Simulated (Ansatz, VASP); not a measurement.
# Two plane-wave programs on BaBr

```
CELL_PARAMETERS angstrom
4.04666 0.00000 0.00000
0.00000 4.04666 0.00000
0.00000 0.00000 4.06364
ATOMIC_POSITIONS crystal
Ba 0.00000 0.00000 0.00000
Br 0.50000 0.50000 0.50000
```

Change from the starting cell: species swapped into the FePt type (P4/mmm, No. 123).

Alike in both runs: functional PBE; k mesh 14 × 14 × 12; occupations gaussian, width 0.1 eV; no spin polarisation.

Ansatz relaxed the structure, and its values are those at the end. VASP's run is a single point on that final structure, the one shown.

```csv
,VASP,Ansatz
version,VASP 6.6.1,Ansatz 0.2.0
potentials or method,"VASP PAW PBE potentials, release 64 (Ba_sv, Br), cutoff 520 eV","scalar-relativistic, plane waves, PAW"
valence electrons in the cell,17,17
```

```csv
,VASP,Ansatz,Ansatz less VASP
gap on the k mesh at the Fermi level (eV),none,none,-
pressure (GPa),0.4,0.0,-0.39
```

A gap of «none» marks a metal or a gap that the smearing closes.

Spin-orbit coupling is off throughout.
